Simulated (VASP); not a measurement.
# Si (R-3m) in VASP: dielectric tensor with r2SCAN

Aim: the dielectric tensor of Si with r2SCAN.

Program: VASP 6.6.1. These are calculated values, not measurements. Logs are shortened: lines on timing, memory, paths and dates and some standing lists are left out, and cuts for length are marked.

## (1) The cell of the first run

The structure is trigonal, space group R-3m (No. 166). Conventional cell: a = 4.004 Å, b = 4.004 Å, c = 9.291 Å, α = 90.00°, β = 90.00°, γ = 120.00°. Si (site symmetry 3m) has 4 Si at 2.36 to 2.43 Å within 3.1 Å.

## (2) Dielectric tensor, r2SCAN (epitaxial 111 strain +4.0%)

Input file INCAR:

```
SYSTEM = Si
PREC     = Accurate       ! precision mode
ENCUT    = 520            ! plane-wave cutoff, eV
EDIFF    = 1E-8           ! SCF threshold, eV
ISMEAR   = 0              ! smearing method
SIGMA    = 0.01           ! smearing width, eV
LREAL    = .False.        ! projectors in reciprocal space
LASPH    = .True.         ! aspherical terms in the spheres
NELM     = 80             ! most SCF steps
ALGO     = Normal         ! electronic algorithm
ISIF     = 2              ! what is computed and relaxed
LWAVE    = .False.        ! write WAVECAR
LCHARG   = .False.        ! write CHGCAR
METAGGA  = R2SCAN         ! meta-GGA
LMIXTAU  = .True.       
LCALCEPS = .True.
```

Input file KPOINTS:

```
regular mesh
0
Gamma
  6 6 6
  0 0 0
```

Input file POSCAR:

```
Si
1.0
   -0.0993604714      2.7316431801      2.7316431801
    2.7316431801     -0.0993604714      2.7316431801
    2.7316431801      2.7316431801     -0.0993604714
Si
2
Direct
   -0.0020481837     -0.0020481837     -0.0020481837
    0.2520481837      0.2520481837      0.2520481837
```

Potentials or basis: VASP PAW PBE potentials, release 64 (Si).

Launch:

```sh
$ cat potpaw_PBE.64/Si/POTCAR > POTCAR
$ mpirun -np 1 vasp_std > vasp.out
```

OUTCAR:

```text
SYSTEM = Si
   PREC = Accurate
   ENCUT = 520
   EDIFF = 1E-8
   ISMEAR = 0
   LREAL = .False.
   LASPH = .True.
   NELM = 80
   ISIF = 2
   METAGGA = R2SCAN

 ion  position               nearest neighbor table
   1  0.998  0.998  0.998-   2 2.36   2 2.43   2 2.43   2 2.43
   2  0.252  0.252  0.252-   1 2.36   1 2.43   1 2.43   1 2.43

  LATTYP: Found a trigonal (rhomboedric) cell.
 ALAT       =     3.8644044082
 COS(alpha) =     0.4633196166

  Lattice vectors:

 A1 = (  -0.0993604714,   2.7316431801,   2.7316431801)
 A2 = (   2.7316431801,  -0.0993604714,   2.7316431801)
 A3 = (   2.7316431801,   2.7316431801,  -0.0993604714)

Analysis of symmetry for initial positions (statically):
=====================================================================
 Subroutine PRICEL returns:
 Original cell was already a primitive cell.

 Routine SETGRP: Setting up the symmetry group for a
 trigonal (rhombohedral) supercell.

 Subroutine GETGRP returns: Found 12 space group operations
 (whereof  6 operations were pure point group operations)
 out of a pool of 12 trial point group operations.

The static configuration has the point symmetry C_3v.
 The point group associated with its full space group is D_3d.

Analysis of symmetry for dynamics (positions and initial velocities):
=====================================================================
 Subroutine PRICEL returns:
 Original cell was already a primitive cell.

 Routine SETGRP: Setting up the symmetry group for a
 trigonal (rhombohedral) supercell.

 Subroutine GETGRP returns: Found 12 space group operations
 (whereof  6 operations were pure point group operations)
 out of a pool of 12 trial point group operations.

The dynamic configuration has the point symmetry C_3v.
 The point group associated with its full space group is D_3d.

 Subroutine INISYM returns: Found 12 space group operations
 (whereof  6 operations are pure point group operations),
 and found     1 'primitive' translations

----------------------------------------------------------------------------------------

                                     Primitive cell

  volume of cell :      42.9896

  direct lattice vectors                    reciprocal lattice vectors
    -0.099360471  2.731643180  2.731643180    -0.173344207  0.179887411  0.179887411
     2.731643180 -0.099360471  2.731643180     0.179887411 -0.173344207  0.179887411
     2.731643180  2.731643180 -0.099360471     0.179887411  0.179887411 -0.173344207

  length of vectors
     3.864404408  3.864404408  3.864404408     0.307842777  0.307842777  0.307842777

  position of ions in fractional coordinates (direct lattice)
     0.997951816  0.997951816  0.997951816
     0.252048184  0.252048184  0.252048184

  ion indices of the primitive-cell ions
   primitive index   ion index
                 1           1
                 2           2

----------------------------------------------------------------------------------------

 KPOINTS: regular mesh

Automatic generation of k-mesh.
 Grid dimensions read from file:
 generate k-points for:    6    6    6

 Generating k-lattice:

  Cartesian coordinates                     Fractional coordinates (reciprocal lattice)
    -0.028890701  0.029981235  0.029981235     0.166666667  0.000000000  0.000000000
     0.029981235 -0.028890701  0.029981235     0.000000000  0.166666667  0.000000000
     0.029981235  0.029981235 -0.028890701     0.000000000  0.000000000  0.166666667

  Length of vectors
     0.051307129  0.051307129  0.051307129

  Shift w.r.t. Gamma in fractional coordinates (k-lattice)
     0.000000000  0.000000000  0.000000000

 Subroutine IBZKPT returns following result:
 ===========================================

 Found     32 irreducible k-points:

 Following reciprocal coordinates:
            Coordinates               Weight
  0.000000  0.000000  0.000000      1.000000
  0.166667  0.000000  0.000000      6.000000
[... 33 lines left out ...]
   ISTART =      0    job   : 0-new  1-cont  2-samecut
   ICHARG =      2    charge: 1-file 2-atom 10-const
   ISPIN  =      1    spin polarized calculation?
   LNONCOLLINEAR =      F non collinear calculations
   LSORBIT =      F    spin-orbit coupling
   LASPH  =      T    aspherical Exc in radial PAW
   ENCUT  =  520.0 eV  38.22 Ry    6.18 a.u.   7.19  7.19  7.19*2*pi/ulx,y,z
   NELM   =     80;   NELMIN=  2; NELMDL= -5     # of ELM steps
   EDIFF  = 0.1E-07   stopping-criterion for ELM
   LREAL  =      F    real-space projection
   EDIFFG = 0.1E-06   stopping-criterion for IOM
   NSW    =      0    number of steps for IOM
   IBRION =     -1    ionic relax: 0-MD 1-quasi-New 2-CG
   NFREE  =      0    steps in history (QN), initial steepest desc. (CG)
   ISIF   =      2    stress and relaxation
   ISYM   =      2    0-nonsym 1-usesym 2-fastsym
   POTIM  = 0.5000    time-step for ionic-motion
   TEBEG  =    0.0;   TEEND  =   0.0 temperature during run
   PSTRESS=    0.0 pullay stress
   NELECT =       8.0000    total number of electrons
   NUPDOWN=      -1.0000    fix difference up-down
   EMIN   =  10.00;   EMAX   =-10.00  energy-range for DOS
   EFERMI =   0.00;   METHOD = LEGACY
   ISMEAR =     0;   SIGMA  =   0.01  broadening in eV -4-tet -1-fermi 0-gaus
   EFERMI_NEDOS =   21; number of points for ismear=-14 and -15
   IALGO  =     38    algorithm
   IMIX   =      4    mixing-type and parameters
     AMIX     =   0.40;   BMIX     =  1.00
     AMIX_MAG =   1.60;   BMIX_MAG =  1.00
  volume/ion in A,a.u.               =      21.49       145.05
  Fermi-wavevector in a.u.,A,eV,Ry     =   0.934653  1.766238 11.885720  0.873576
  Thomas-Fermi vector in A             =   2.061480
   LORBIT       =      0    0 simple, 1 ext, 2 COOP (PROOUT), +10 PAW based schemes
   METAGGA = R2SCAN    functional components
   LHFCALC =     F    Hartree Fock is set to
   AEXX    =    0.0000 exact exchange contribution
   IVDW    =     0    specifies the selected vdW correction
   LEPSILON=     F    determine dielectric tensor
   LRPA    =     F    only Hartree local field effects (RPA)
   LRPA       =     F
 non-spin polarized calculation
 Gauss-broadening in eV      SIGMA  =   0.01
  energy-cutoff  :      520.00
  volume of cell :       42.99
 maximum number of plane-waves:      1175
 NGX is ok and might be reduce to    30
   NGX = 15   NGY = 15   NGZ = 15

 Total electronic dipole moment: p[elc]=(    -0.00000    -0.00000    -0.00000 ) |e| Angst

 Total electronic dipole moment: p[elc]=(     0.00000     0.00000     0.00000 ) |e| Angst

 number of electron       8.0000000 magnetization

 Free energy of the ion-electron system (eV)
  ---------------------------------------------------
  ext. energy  EPLUGINS =         0.00000000
  ---------------------------------------------------
  free energy    TOTEN  =       -17.43998924 eV

  energy without entropy =      -17.43998924  energy(sigma->0) =      -17.43998924

 E-fermi :   5.3681     XC(G=0):  -9.5727

 val. band max:        5.2943555888   @ k =   0.0000   0.0000   0.0000
 cond. band min:   10000.0000000000   @ k =   0.0000   0.0000   0.0000
 fundamental gap:   9994.7056444112
 Fermi energy:         5.3680964067

 k-point     1 :       0.0000    0.0000    0.0000
  band No.  band energies     occupation
      1      -6.9921      2.00000
      2       4.9248      2.00000
      3       4.9249      2.00000
      4       5.2944      2.00000
      5   10000.0000      0.00000
      6   10000.0000      0.00000
      7   10000.0000      0.00000
      8   10000.0000      0.00000
[... 243 lines left out ...]
 k-point    24 :      -0.3333    0.5000    0.1667
  band No.  band energies     occupation
      1      -2.9148      2.00000
      2      -2.6311      2.00000
      3       1.4114      2.00000
      4       1.6200      2.00000
      5   10000.0000      0.00000
      6   10000.0000      0.00000
      7   10000.0000      0.00000
      8   10000.0000      0.00000

 [... further k-points ...]

------------------------ aborting loop because EDIFF is reached ----------------------------------------

            Ionic dipole moment: p[ion]=(     5.36393     5.36393     5.36393 ) |e| Angst

 Total electronic dipole moment: p[elc]=(    -0.00072    -0.00072     0.02520 ) |e| Angst

 MACROSCOPIC STATIC DIELECTRIC TENSOR (including local field effects)
 ------------------------------------------------------
          11.607932    -0.304552    -0.304552
          -0.304552    11.607932    -0.304552
          -0.304552    -0.304552    11.607932
 ------------------------------------------------------

 PIEZOELECTRIC TENSOR (including local field effects) (e Angst)
          XX          YY          ZZ          XY          YZ          ZX
  --------------------------------------------------------------------------------
  x    -0.00000    -0.00000     0.00000     0.00000     0.00000     0.00000
  y     0.00000     0.00000     0.00000     0.00000    -0.00000     0.00000
  z     0.00000     0.00000    -0.00000    -0.00000     0.00000     0.00000

 PIEZOELECTRIC TENSOR (including local field effects) (C/m^2)
          XX          YY          ZZ          XY          YZ          ZX
  --------------------------------------------------------------------------------
  x    -0.00000    -0.00000     0.00000     0.00000     0.00000     0.00000
  y     0.00000     0.00000     0.00000     0.00000    -0.00000     0.00000
  z     0.00000     0.00000    -0.00000    -0.00000     0.00000     0.00000

 BORN EFFECTIVE CHARGES (including local field effects) (in |e|, cummulative output)
 ---------------------------------------------------------------------------------
 ion    1
    1     0.00000     0.00000    -0.00000
    2     0.00000     0.00000     0.00000
    3     0.00000     0.00000     0.00000
 ion    2
    1     0.00000    -0.00000     0.00000
    2    -0.00000    -0.00000    -0.00000
    3    -0.00000    -0.00000    -0.00000

  FORCE on cell =-STRESS in cart. coord.  units (eV):
  Direction    XX          YY          ZZ          XY          YZ          ZX
  --------------------------------------------------------------------------------------
  -------------------------------------------------------------------------------------
  Total       -1.4734751     -1.4734751     -1.4734751      0.7160487      0.7160487      0.7160487
  in kB      -54.9148444    -54.9148444    -54.9148444     26.6863724     26.6863724     26.6863724
  external PRESSURE =     -54.9148444 kB  Pullay stress =       0.0000000 kB

 VOLUME and BASIS-vectors are now :
 -----------------------------------------------------------------------------
  energy-cutoff  :      520.00
  volume of cell :       42.99
      direct lattice vectors                 reciprocal lattice vectors
    -0.099360471  2.731643180  2.731643180    -0.173344207  0.179887411  0.179887411
     2.731643180 -0.099360471  2.731643180     0.179887411 -0.173344207  0.179887411
     2.731643180  2.731643180 -0.099360471     0.179887411  0.179887411 -0.173344207

 POSITION                                       TOTAL-FORCE (eV/Angst)
 -----------------------------------------------------------------------------------
      5.35294      5.35294      5.35294         0.005310      0.005310      0.005310
      1.35197      1.35197      1.35197        -0.005310     -0.005310     -0.005310
 -----------------------------------------------------------------------------------
    total drift:                                0.000000     -0.000000     -0.000000

  FREE ENERGIE OF THE ION-ELECTRON SYSTEM (eV)
  ---------------------------------------------------
  free  energy   TOTEN  =       -17.4399892444 eV

  energy  without entropy=      -17.4399892444  energy(sigma->0) =      -17.43998924
```

Wall time 24 min (1 thread of Intel Xeon Platinum 8259CL at 2.50GHz (Skylake/Cascade Lake), shared host); peak memory 0.25 GiB.

What came out:

```
Band gap on the k mesh                  : 0.53 eV (least direct gap 2.24 eV)
Electronic dielectric tensor (diagonal) : 11.61
Born charges (mean of the diagonal)     : Si +0.00 e
```

Electronic dielectric tensor:
```
11.61 -0.30 -0.30
-0.30 11.61 -0.30
-0.30 -0.30 11.61
```

Born effective charge tensors (e):
atom 1, Si
```
0.00 0.00 0.00
0.00 0.00 0.00
0.00 0.00 0.00
```
atom 2, Si
```
0.00 0.00 0.00
0.00 0.00 0.00
0.00 0.00 0.00
```

Dipole moments of the cell (e·Å, modulo the quantum): ionic 5.364, 5.364, 5.364; electronic -0.001, -0.001, 0.025

Caveat: the cell differs from its parent crystal (epitaxial 111 strain +4.0%); the gap is small at this level, which inflates the dielectric constant; semilocal functionals underestimate gaps, and a narrow one can read as zero; the PAW data sets were made with another functional, which shifts forces and pressure a little. A k mesh can miss the band edges.

The gap in the log of VASP goes by the Fermi energy; the results here count the filled bands.